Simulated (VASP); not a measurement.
# Mg2Cl (Pnnm) in VASP: single point with PBE

Aim: the single point of Mg2Cl with PBE.

All numbers are computed with VASP 6.6.1; they aren't measurements. Logs are shortened: lines on timing, memory, paths and dates and some standing lists are left out, and cuts for length are marked.

## (1) The cell of the first run

The typed cell holds 6 atoms: a = 3.606 Å, b = 11.808 Å, c = 3.424 Å, α = 90.00°, β = 90.00°, γ = 90.00°.

## (2) Single point, PBE

File INCAR:

```
ALGO = Normal
EDIFF = 1E-6
ENCUT = 520
GGA = PE
ISIF = 2
ISMEAR = 0
LASPH = True
LCHARG = False
LREAL = False
LWAVE = False
NBANDS = 20
NELM = 100
PREC = Accurate
SIGMA = 0.1
```

File KPOINTS:

```
k-points
0
Gamma
  10 4 12
```

File POSCAR:

```
Mg2Cl
1.0
    3.6057141807      0.0000000000      0.0000000000
    0.0000000000     11.8081217899      0.0000000000
    0.0000000000      0.0000000000      3.4235400056
Mg Cl
4 2
Direct
   -0.0005547290      0.8263341870      0.5000000000
    0.4994452710      0.6736658130      0.0000000000
    1.0005547290      0.1736658130      0.5000000000
    0.5005547290      0.3263341870      0.0000000000
    0.5000000000      0.5000000000      0.5000000000
    0.0000000000      0.0000000000      0.0000000000
```

Potentials or basis: VASP PAW PBE potentials, release 64 (Mg, Cl).

Launch:

```console
cat potpaw_PBE.64/Mg/POTCAR potpaw_PBE.64/Cl/POTCAR > POTCAR
mpirun -np 1 vasp_std > vasp.out
```

OUTCAR:

```text
EDIFF = 1E-6
   ENCUT = 520
   GGA = PE
   ISIF = 2
   ISMEAR = 0
   LASPH = True
   LREAL = False
   NELM = 100
   PREC = Accurate

 ion  position               nearest neighbor table
   1  0.999  0.826  0.500-   6 2.67   6 2.67   2 3.07   2 3.07   2 3.07   2 3.07
   2  0.499  0.674  0.000-   5 2.67   5 2.67   1 3.07   1 3.07   1 3.07   1 3.07
   3  0.001  0.174  0.500-   6 2.67   6 2.67   4 3.07   4 3.07   4 3.07   4 3.07
   4  0.501  0.326  0.000-   5 2.67   5 2.67   3 3.07   3 3.07   3 3.07   3 3.07
   5  0.500  0.500  0.500-   2 2.67   4 2.67   2 2.67   4 2.67
   6  0.000  0.000  0.000-   1 2.67   3 2.67   1 2.67   3 2.67

  LATTYP: Found a simple orthorhombic cell.
 ALAT       =     3.4235400056
 B/A-ratio  =     1.0532122233
 C/A-ratio  =     3.4490970664

  Lattice vectors:

 A1 = (   0.0000000000,   0.0000000000,   3.4235400056)
 A2 = (   3.6057141807,   0.0000000000,   0.0000000000)
 A3 = (   0.0000000000,  11.8081217899,   0.0000000000)

Analysis of symmetry for initial positions (statically):
=====================================================================
 Subroutine PRICEL returns:
 Original cell was already a primitive cell.

 Routine SETGRP: Setting up the symmetry group for a
 simple orthorhombic supercell.

 Subroutine GETGRP returns: Found  8 space group operations
 (whereof  4 operations were pure point group operations)
 out of a pool of  8 trial point group operations.

The static configuration has the point symmetry C_2h.
 The point group associated with its full space group is D_2h.

Analysis of symmetry for dynamics (positions and initial velocities):
=====================================================================
 Subroutine PRICEL returns:
 Original cell was already a primitive cell.

 Routine SETGRP: Setting up the symmetry group for a
 simple orthorhombic supercell.

 Subroutine GETGRP returns: Found  8 space group operations
 (whereof  4 operations were pure point group operations)
 out of a pool of  8 trial point group operations.

The dynamic configuration has the point symmetry C_2h.
 The point group associated with its full space group is D_2h.

 Subroutine INISYM returns: Found  8 space group operations
 (whereof  4 operations are pure point group operations),
 and found     1 'primitive' translations

----------------------------------------------------------------------------------------

                                     Primitive cell

  volume of cell :     145.7631

  direct lattice vectors                    reciprocal lattice vectors
     3.605714181  0.000000000  0.000000000     0.277337568  0.000000000  0.000000000
     0.000000000 11.808121790  0.000000000     0.000000000  0.084687473  0.000000000
     0.000000000  0.000000000  3.423540006     0.000000000  0.000000000  0.292095316

  length of vectors
     3.605714181 11.808121790  3.423540006     0.277337568  0.084687473  0.292095316

  position of ions in fractional coordinates (direct lattice)
     0.999445271  0.826334187  0.500000000
     0.499445271  0.673665813  0.000000000
     0.000554729  0.173665813  0.500000000
     0.500554729  0.326334187  0.000000000
     0.500000000  0.500000000  0.500000000
     0.000000000  0.000000000  0.000000000

  ion indices of the primitive-cell ions
   primitive index   ion index
                 1           1
                 2           2
                 3           3
                 4           4
                 5           5
                 6           6

----------------------------------------------------------------------------------------

 KPOINTS: k-points

Automatic generation of k-mesh.
 Grid dimensions read from file:
 generate k-points for:   10    4   12

 Generating k-lattice:

  Cartesian coordinates                     Fractional coordinates (reciprocal lattice)
     0.027733757  0.000000000  0.000000000     0.100000000  0.000000000  0.000000000
     0.000000000  0.021171868  0.000000000     0.000000000  0.250000000  0.000000000
     0.000000000  0.000000000  0.024341276     0.000000000  0.000000000  0.083333333

  Length of vectors
     0.027733757  0.021171868  0.024341276

  Shift w.r.t. Gamma in fractional coordinates (k-lattice)
     0.000000000  0.000000000  0.000000000

 Subroutine IBZKPT returns following result:
 ===========================================

 Found    126 irreducible k-points:

 Following reciprocal coordinates:
            Coordinates               Weight
  0.000000  0.000000  0.000000      1.000000
  0.100000  0.000000  0.000000      2.000000
  0.200000  0.000000  0.000000      2.000000
  0.300000  0.000000  0.000000      2.000000
  0.400000  0.000000  0.000000      2.000000
  0.500000  0.000000  0.000000      1.000000
[... 16 lines left out ...]
  0.400000  0.000000  0.083333      4.000000
  0.500000  0.000000  0.083333      2.000000
 [... further k-points ...]
   k-points           NKPTS =    126   k-points in BZ     NKDIM =    126   number of bands    NBANDS=     20
   number of dos      NEDOS =    301   number of ions     NIONS =      6
   total plane-waves  NPLWV =  70560
   dimension x,y,z NGX =    28 NGY =   90 NGZ =   28
   dimension x,y,z NGXF=    56 NGYF=  180 NGZF=   56
   ions per type =               4   2
   NGX,Y,Z   is equivalent  to a cutoff of  12.91, 12.67, 13.60 a.u.
   NGXF,Y,Z  is equivalent  to a cutoff of  25.82, 25.34, 27.19 a.u.
 SYSTEM =  unknown system
   PREC   = accura    normal or accurate (medium, high low for compatibility)
   ISTART =      0    job   : 0-new  1-cont  2-samecut
   ICHARG =      2    charge: 1-file 2-atom 10-const
   ISPIN  =      1    spin polarized calculation?
   LNONCOLLINEAR =      F non collinear calculations
   LSORBIT =      F    spin-orbit coupling
   LASPH  =      T    aspherical Exc in radial PAW
   ENCUT  =  520.0 eV  38.22 Ry    6.18 a.u.   6.70 21.96  6.37*2*pi/ulx,y,z
   NELM   =    100;   NELMIN=  2; NELMDL= -5     # of ELM steps
   EDIFF  = 0.1E-05   stopping-criterion for ELM
   LREAL  =      F    real-space projection
   EDIFFG = 0.1E-04   stopping-criterion for IOM
   NSW    =      0    number of steps for IOM
   IBRION =     -1    ionic relax: 0-MD 1-quasi-New 2-CG
   NFREE  =      0    steps in history (QN), initial steepest desc. (CG)
   ISIF   =      2    stress and relaxation
   ISYM   =      2    0-nonsym 1-usesym 2-fastsym
   POTIM  = 0.5000    time-step for ionic-motion
   TEBEG  =    0.0;   TEEND  =   0.0 temperature during run
   PSTRESS=    0.0 pullay stress
   NELECT =      22.0000    total number of electrons
   NUPDOWN=      -1.0000    fix difference up-down
   EMIN   =  10.00;   EMAX   =-10.00  energy-range for DOS
   EFERMI =   0.00;   METHOD = LEGACY
   ISMEAR =     0;   SIGMA  =   0.10  broadening in eV -4-tet -1-fermi 0-gaus
   EFERMI_NEDOS =   21; number of points for ismear=-14 and -15
   IALGO  =     38    algorithm
   IMIX   =      4    mixing-type and parameters
     AMIX     =   0.40;   BMIX     =  1.00
     AMIX_MAG =   1.60;   BMIX_MAG =  1.00
  volume/ion in A,a.u.               =      24.29       163.94
  Fermi-wavevector in a.u.,A,eV,Ry     =   0.871632  1.647146 10.336924  0.759743
  Thomas-Fermi vector in A             =   1.990767
   LORBIT       =      0    0 simple, 1 ext, 2 COOP (PROOUT), +10 PAW based schemes
   GGA     = PE    functional components
   LHFCALC =     F    Hartree Fock is set to
   AEXX    =    0.0000 exact exchange contribution
   IVDW    =     0    specifies the selected vdW correction
   LEPSILON=     F    determine dielectric tensor
   LRPA    =     F    only Hartree local field effects (RPA)
 non-spin polarized calculation
 Gauss-broadening in eV      SIGMA  =   0.10
  energy-cutoff  :      520.00
  volume of cell :      145.76
 maximum number of plane-waves:      3956
 NGX is ok and might be reduce to    28
   NGX = 13   NGY = 43   NGZ = 13

 number of electron      21.9999998 magnetization

 Free energy of the ion-electron system (eV)
  ---------------------------------------------------
  ext. energy  EPLUGINS =         0.00000000
  ---------------------------------------------------
  free energy    TOTEN  =       -13.57601470 eV

  energy without entropy =      -13.56704271  energy(sigma->0) =      -13.57152871

 E-fermi :   3.2526     XC(G=0):  -8.2836

 val. band max:        3.2465335828   @ k =   0.4000   0.2500   0.3333
 cond. band min:       3.2533048134   @ k =   0.4000   0.5000   0.3333
 fundamental gap:      0.0067712307
 Fermi energy:         3.2526310304

 k-point     1 :       0.0000    0.0000    0.0000
  band No.  band energies     occupation
      1     -14.1465      2.00000
      2     -14.1399      2.00000
      3      -4.2123      2.00000
      4      -3.5232      2.00000
      5      -2.0432      2.00000
      6      -1.3051      2.00000
[... 12 lines left out ...]
     19       8.9371      0.00000
     20       9.2310      0.00000

 k-point     2 :       0.1000    0.0000    0.0000
  band No.  band energies     occupation
      1     -14.1274      2.00000
      2     -14.1211      2.00000
      3      -4.1445      2.00000
      4      -3.4864      2.00000
      5      -2.0026      2.00000
      6      -1.2905      2.00000
[... 12 lines left out ...]
     19       8.9870      0.00000
     20       9.4004      0.00000

 k-point     3 :       0.2000    0.0000    0.0000
  band No.  band energies     occupation
      1     -14.0765      2.00000
      2     -14.0711      2.00000
      3      -3.9544      2.00000
      4      -3.3887      2.00000
      5      -2.0834      2.00000
      6      -1.7817      2.00000
[... 12 lines left out ...]
     19       9.1867      0.00000
     20       9.9551      0.00000

 k-point     4 :       0.3000    0.0000    0.0000
  band No.  band energies     occupation
      1     -14.0117      2.00000
      2     -14.0078      2.00000
      3      -3.6848      2.00000
      4      -3.2695      2.00000
      5      -2.4373      2.00000
      6      -2.3141      2.00000
[... 429 lines left out ...]
 k-point    23 :       0.4000    0.0000    0.0833
  band No.  band energies     occupation
      1     -13.9344      2.00000
      2     -13.9325      2.00000
      3      -3.3678      2.00000
      4      -3.1565      2.00000
      5      -2.7099      2.00000
      6      -2.6624      2.00000
[... 12 lines left out ...]
     19       9.0988      0.00000
     20       9.4823      0.00000

 k-point    24 :       0.5000    0.0000    0.0833
  band No.  band energies     occupation
      1     -13.9130      2.00000
      2     -13.9130      2.00000
      3      -3.1925      2.00000
      4      -3.1925      2.00000
      5      -2.8128      2.00000
      6      -2.8128      2.00000
[... 12 lines left out ...]
     19       9.6150      0.00000
     20       9.6165      0.00000

 [... further k-points ...]

------------------------ aborting loop because EDIFF is reached ----------------------------------------

  FORCE on cell =-STRESS in cart. coord.  units (eV):
  Direction    XX          YY          ZZ          XY          YZ          ZX
  --------------------------------------------------------------------------------------
  -------------------------------------------------------------------------------------
  Total       -0.1089736     -0.1193981     -0.1417051     -0.0000000      0.0000000      0.0000000
  in kB       -1.1978005     -1.3123823     -1.5575737     -0.0000000      0.0000000      0.0000000
  external PRESSURE =      -1.3559188 kB  Pullay stress =       0.0000000 kB

 VOLUME and BASIS-vectors are now :
 -----------------------------------------------------------------------------
  energy-cutoff  :      520.00
  volume of cell :      145.76
      direct lattice vectors                 reciprocal lattice vectors
     3.605714181  0.000000000  0.000000000     0.277337568  0.000000000  0.000000000
     0.000000000 11.808121790  0.000000000     0.000000000  0.084687473  0.000000000
     0.000000000  0.000000000  3.423540006     0.000000000  0.000000000  0.292095316

 POSITION                                       TOTAL-FORCE (eV/Angst)
 -----------------------------------------------------------------------------------
      3.60371      9.75745      1.71177         0.000411     -0.012518     -0.000000
      1.80086      7.95473      0.00000         0.000411      0.012518     -0.000000
      0.00200      2.05067      1.71177        -0.000411      0.012518      0.000000
      1.80486      3.85339      0.00000        -0.000411     -0.012518      0.000000
      1.80286      5.90406      1.71177         0.000000      0.000000      0.000000
      0.00000      0.00000      0.00000         0.000000      0.000000      0.000000
 -----------------------------------------------------------------------------------
    total drift:                                0.000000      0.000000      0.000000

  FREE ENERGIE OF THE ION-ELECTRON SYSTEM (eV)
  ---------------------------------------------------
  free  energy   TOTEN  =       -13.5760147034 eV

  energy  without entropy=      -13.5670427087  energy(sigma->0) =      -13.57152871
```

Wall time 3.3 min (1 thread of Intel Xeon 6975P-C (Granite Rapids), shared host); peak memory 0.46 GiB.

Results:

| Item | Value |
| --- | --- |
| Free energy | -13.5760 eV |
| Pressure | -0.1 GPa |
| Largest force | 0.013 eV/Å |
| Band gap on the k mesh | zero (bands 11 and 12 overlap by 3.19 eV) |

Forces in eV/Å, atoms in the order of the input:
```
Mg   0.000 -0.013  0.000
Mg   0.000  0.013  0.000
Mg   0.000  0.013  0.000
Mg   0.000 -0.013  0.000
Cl   0.000  0.000  0.000
Cl   0.000  0.000  0.000
```
